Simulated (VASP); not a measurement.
# CoO (R-3m) in VASP: single point with PBE

Aim: the single point of CoO with PBE.

Program: VASP 6.6.1. These are calculated values, not measurements. Logs are shortened: lines on timing, memory, paths and dates and some standing lists are left out, and cuts for length are marked.

**1. The cell of the first run**

It takes space group R-3m (No. 166, trigonal). Conventional cell: a = 3.011 Å, b = 3.011 Å, c = 7.320 Å, α = 90.00°, β = 90.00°, γ = 120.00°. Co (site symmetry -3m) has 6 O at 2.12 Å within 2.8 Å. Within 2.8 Å of O (site symmetry -3m) lie 6 Co at 2.12 Å.

**2. Single point, PBE, collinear spin, ferromagnetic start**

Contents of INCAR:

```
SYSTEM = CoO
PREC = Accurate
ENCUT = 520
EDIFF = 1E-6
ISMEAR = -1
SIGMA = 0.1
LREAL = .FALSE.
LASPH = .TRUE.
NELM = 150
ALGO = Normal
ISIF = 2
LWAVE = .FALSE.
LCHARG = .FALSE.
ISPIN = 2
MAGMOM = 3.2 0
LORBIT = 11
LMAXMIX = 4
GGA = PE
NBANDS = 18
```

Contents of KPOINTS:

```
regular mesh
0
G
  10 10 10
  0 0 0
```

Contents of POSCAR:

```
CoO
1.0
    1.5054700000      0.8691830000      2.4399270000
   -1.5054700000      0.8691830000      2.4399270000
    0.0000000000     -1.7383660000      2.4399270000
Co O
1 1
Direct
    0.0000000000      0.0000000000      0.0000000000
    0.5000000000      0.5000000000      0.5000000000
```

Potentials or basis: VASP PAW PBE potentials, release 64 (Co, O).

The run is started by

```sh
> cat potpaw_PBE.64/Co/POTCAR potpaw_PBE.64/O/POTCAR > POTCAR
> mpirun -np 1 vasp_std > vasp.out
```

OUTCAR:

```text
SYSTEM = CoO
   PREC = Accurate
   ENCUT = 520
   EDIFF = 1E-6
   ISMEAR = -1
   LREAL = .FALSE.
   LASPH = .TRUE.
   NELM = 150
   ISIF = 2
   ISPIN = 2
   LORBIT = 11
   GGA = PE

 ion  position               nearest neighbor table
   1  0.000  0.000  0.000-   2 2.12   2 2.12   2 2.12   2 2.12   2 2.12   2 2.12
   2  0.500  0.500  0.500-   1 2.12   1 2.12   1 2.12   1 2.12   1 2.12   1 2.12

  LATTYP: Found a trigonal (rhomboedric) cell.
 ALAT       =     2.9958576024
 COS(alpha) =     0.4949529099

  Lattice vectors:

 A1 = (   1.5054700000,   0.8691830000,   2.4399270000)
 A2 = (  -1.5054700000,   0.8691830000,   2.4399270000)
 A3 = (   0.0000000000,  -1.7383660000,   2.4399270000)

Analysis of symmetry for initial positions (statically):
=====================================================================
 Subroutine PRICEL returns:
 Original cell was already a primitive cell.

 Routine SETGRP: Setting up the symmetry group for a
 trigonal (rhombohedral) supercell.

 Subroutine GETGRP returns: Found 12 space group operations
 (whereof 12 operations were pure point group operations)
 out of a pool of 12 trial point group operations.

The static configuration has the point symmetry D_3d.

Analysis of symmetry for dynamics (positions and initial velocities):
=====================================================================
 Subroutine PRICEL returns:
 Original cell was already a primitive cell.

 Routine SETGRP: Setting up the symmetry group for a
 trigonal (rhombohedral) supercell.

 Subroutine GETGRP returns: Found 12 space group operations
 (whereof 12 operations were pure point group operations)
 out of a pool of 12 trial point group operations.

The dynamic configuration has the point symmetry D_3d.

Analysis of structural, dynamic, and magnetic symmetry:
=====================================================================
 Subroutine PRICEL returns:
 Original cell was already a primitive cell.

 Routine SETGRP: Setting up the symmetry group for a
 trigonal (rhombohedral) supercell.

 Subroutine GETGRP returns: Found 12 space group operations
 (whereof 12 operations were pure point group operations)
 out of a pool of 12 trial point group operations.

The overall configuration has the point symmetry D_3d.

 Subroutine INISYM returns: Found 12 space group operations
 (whereof 12 operations are pure point group operations),
 and found     1 'primitive' translations

----------------------------------------------------------------------------------------

                                     Primitive cell

  volume of cell :      19.1563

  direct lattice vectors                    reciprocal lattice vectors
     1.505470000  0.869183000  2.439927000     0.332122194  0.191750951  0.136616109
    -1.505470000  0.869183000  2.439927000    -0.332122194  0.191750951  0.136616109
     0.000000000 -1.738366000  2.439927000     0.000000000 -0.383501902  0.136616109

  length of vectors
     2.995857602  2.995857602  2.995857159     0.407108757  0.407108757  0.407108916

  position of ions in fractional coordinates (direct lattice)
     0.000000000  0.000000000  0.000000000
     0.500000000  0.500000000  0.500000000

  ion indices of the primitive-cell ions
   primitive index   ion index
                 1           1
                 2           2

----------------------------------------------------------------------------------------

 KPOINTS: regular mesh

Automatic generation of k-mesh.
 Grid dimensions read from file:
 generate k-points for:   10   10   10

 Generating k-lattice:

  Cartesian coordinates                     Fractional coordinates (reciprocal lattice)
     0.033212219  0.019175095  0.013661611     0.100000000 -0.000000000  0.000000000
    -0.033212219  0.019175095  0.013661611    -0.000000000  0.100000000  0.000000000
     0.000000000 -0.038350190  0.013661611     0.000000000  0.000000000  0.100000000

  Length of vectors
     0.040710876  0.040710876  0.040710892

  Shift w.r.t. Gamma in fractional coordinates (k-lattice)
     0.000000000  0.000000000  0.000000000

 Subroutine IBZKPT returns following result:
 ===========================================

 Found    116 irreducible k-points:

 Following reciprocal coordinates:
            Coordinates               Weight
  0.000000  0.000000  0.000000      1.000000
  0.100000  0.000000 -0.000000      6.000000
  0.200000  0.000000 -0.000000      6.000000
  0.300000  0.000000  0.000000      6.000000
  0.400000  0.000000 -0.000000      6.000000
  0.500000  0.000000 -0.000000      3.000000
[... 16 lines left out ...]
  0.300000  0.300000  0.000000      6.000000
  0.400000  0.300000 -0.000000     12.000000
 [... further k-points ...]
   k-points           NKPTS =    116   k-points in BZ     NKDIM =    116   number of bands    NBANDS=     18
   number of dos      NEDOS =    301   number of ions     NIONS =      2
   total plane-waves  NPLWV =  13824
   dimension x,y,z NGX =    24 NGY =   24 NGZ =   24
   dimension x,y,z NGXF=    48 NGYF=   48 NGZF=   48
   ions per type =               1   1
   NGX,Y,Z   is equivalent  to a cutoff of  13.32, 13.32, 13.32 a.u.
   NGXF,Y,Z  is equivalent  to a cutoff of  26.64, 26.64, 26.64 a.u.
 SYSTEM =  CoO
   PREC   = accura    normal or accurate (medium, high low for compatibility)
   ISTART =      0    job   : 0-new  1-cont  2-samecut
   ICHARG =      2    charge: 1-file 2-atom 10-const
   ISPIN  =      2    spin polarized calculation?
   LNONCOLLINEAR =      F non collinear calculations
   LSORBIT =      F    spin-orbit coupling
   LASPH  =      T    aspherical Exc in radial PAW
   ENCUT  =  520.0 eV  38.22 Ry    6.18 a.u.   5.57  5.57  5.57*2*pi/ulx,y,z
   NELM   =    150;   NELMIN=  2; NELMDL= -5     # of ELM steps
   EDIFF  = 0.1E-05   stopping-criterion for ELM
   LREAL  =      F    real-space projection
   EDIFFG = 0.1E-04   stopping-criterion for IOM
   NSW    =      0    number of steps for IOM
   IBRION =     -1    ionic relax: 0-MD 1-quasi-New 2-CG
   NFREE  =      0    steps in history (QN), initial steepest desc. (CG)
   ISIF   =      2    stress and relaxation
   ISYM   =      2    0-nonsym 1-usesym 2-fastsym
   POTIM  = 0.5000    time-step for ionic-motion
   TEBEG  =    0.0;   TEEND  =   0.0 temperature during run
   PSTRESS=    0.0 pullay stress
   NELECT =      15.0000    total number of electrons
   NUPDOWN=      -1.0000    fix difference up-down
   EMIN   =  10.00;   EMAX   =-10.00  energy-range for DOS
   EFERMI =   0.00;   METHOD = LEGACY
   ISMEAR =    -1;   SIGMA  =   0.10  broadening in eV -4-tet -1-fermi 0-gaus
   EFERMI_NEDOS =   21; number of points for ismear=-14 and -15
   IALGO  =     38    algorithm
   IMIX   =      4    mixing-type and parameters
     AMIX     =   0.40;   BMIX     =  1.00
     AMIX_MAG =   1.60;   BMIX_MAG =  1.00
  volume/ion in A,a.u.               =       9.58        64.64
  Fermi-wavevector in a.u.,A,eV,Ry     =   1.508927  2.851458 30.978554  2.276859
  Thomas-Fermi vector in A             =   2.619316
   LORBIT       =     11    0 simple, 1 ext, 2 COOP (PROOUT), +10 PAW based schemes
   GGA     = PE    functional components
   LHFCALC =     F    Hartree Fock is set to
   AEXX    =    0.0000 exact exchange contribution
   IVDW    =     0    specifies the selected vdW correction
   LEPSILON=     F    determine dielectric tensor
   LRPA    =     F    only Hartree local field effects (RPA)
 spin polarized calculation
  energy-cutoff  :      520.00
  volume of cell :       19.16
 maximum number of plane-waves:       532
 NGX is ok and might be reduce to    24
   NGX = 11   NGY = 11   NGZ = 11

 number of electron      15.0000005 magnetization       2.8248570

 Free energy of the ion-electron system (eV)
  ---------------------------------------------------
  ext. energy  EPLUGINS =         0.00000000
  ---------------------------------------------------
  free energy    TOTEN  =       -13.11227504 eV

  energy without entropy =      -12.99366203  energy(sigma->0) =      -13.05296853

 E-fermi :   8.0265     XC(G=0): -12.4579

 val. band max:        8.0203312265   @ k =   0.4000   0.2000   0.1000
 cond. band min:       8.0272881741   @ k =  -0.4000   0.4000   0.1000
 fundamental gap:      0.0069569477
 Fermi energy:         8.0264987728

 spin component 1

 k-point     1 :       0.0000    0.0000    0.0000
  band No.  band energies     occupation
      1     -12.2419      1.00000
      2       4.8114      1.00000
      3       4.8114      1.00000
      4       4.8591      1.00000
      5       4.8591      1.00000
      6       4.9071      1.00000
[... 10 lines left out ...]
     17      29.7573      0.00000
     18      33.0831      0.00000
[... 463 lines left out ...]
 k-point    24 :       0.4000    0.3000   -0.0000
  band No.  band energies     occupation
      1     -11.1610      1.00000
      2       0.9743      1.00000
      3       3.0713      1.00000
      4       3.3406      1.00000
      5       4.6271      1.00000
      6       5.4216      1.00000
[... 10 lines left out ...]
     17      37.8456      0.00000
     18      38.9436      0.00000

 [... further k-points ...]

 spin component 2

 k-point     1 :       0.0000    0.0000    0.0000
  band No.  band energies     occupation
      1     -11.7765      1.00000
      2       5.3745      1.00000
      3       5.3745      1.00000
      4       5.4277      1.00000
      5       6.9058      0.99999
      6       6.9058      0.99999
[... 10 lines left out ...]
     17      30.7048      0.00000
     18      33.8961      0.00000
[... 463 lines left out ...]
 k-point    24 :       0.4000    0.3000   -0.0000
  band No.  band energies     occupation
      1     -10.6453      1.00000
      2       1.6035      1.00000
      3       3.8006      1.00000
      4       4.1245      1.00000
      5       6.2967      1.00000
      6       8.1198      0.28231
[... 10 lines left out ...]
     17      38.2610      0.00000
     18      39.4082      0.00000

 [... further k-points ...]
[... 5 lines left out ...]
  --------------------------------------------------------------------------------------
  -------------------------------------------------------------------------------------
  Total       -0.0581067     -0.0581066     -0.0654503      0.0000000     -0.0000000      0.0000000
  in kB       -4.8598751     -4.8598694     -5.4740743      0.0000000     -0.0000000      0.0000000
  external PRESSURE =      -5.0646063 kB  Pullay stress =       0.0000000 kB

 VOLUME and BASIS-vectors are now :
 -----------------------------------------------------------------------------
  energy-cutoff  :      520.00
  volume of cell :       19.16
      direct lattice vectors                 reciprocal lattice vectors
     1.505470000  0.869183000  2.439927000     0.332122194  0.191750951  0.136616109
    -1.505470000  0.869183000  2.439927000    -0.332122194  0.191750951  0.136616109
     0.000000000 -1.738366000  2.439927000     0.000000000 -0.383501902  0.136616109

 POSITION                                       TOTAL-FORCE (eV/Angst)
 -----------------------------------------------------------------------------------
      0.00000      0.00000      0.00000        -0.000000     -0.000000      0.000000
      0.00000      0.00000      3.65989         0.000000      0.000000     -0.000000
 -----------------------------------------------------------------------------------
    total drift:                               -0.000000      0.000000     -0.000000

  FREE ENERGIE OF THE ION-ELECTRON SYSTEM (eV)
  ---------------------------------------------------
  free  energy   TOTEN  =       -13.1122750352 eV

  energy  without entropy=      -12.9936620297  energy(sigma->0) =      -13.05296853

 total charge

# of ion       s       p       d       tot
------------------------------------------
    1        0.296   0.361   7.156   7.813
    2        1.556   3.425   0.000   4.981
--------------------------------------------------
tot          1.853   3.786   7.156  12.794

 magnetization (x)

# of ion       s       p       d       tot
------------------------------------------
    1        0.021   0.018   2.463   2.501
    2        0.028   0.245   0.000   0.273
--------------------------------------------------
tot          0.049   0.263   2.463   2.775
```

It took 65 s on 1 thread of Intel Xeon Platinum 8488C (Sapphire Rapids), shared host; peak memory 0.19 GiB.

What came out:

| Property | Result |
| --- | --- |
| Free energy | -13.1123 eV |
| Pressure | -0.5 GPa |
| Net moment | 2.82 μB per cell |
| Site moments | Co +2.50; O +0.27 μB |
| Valence electrons inside the program's atomic spheres | Co 7.81; O 4.98 |

Caveat: a cell with one magnetic atom can't hold antiferromagnetic order, which such compounds often take; semilocal functionals often make such compounds metallic where correlation or magnetic order opens a gap, which also shifts bond lengths.
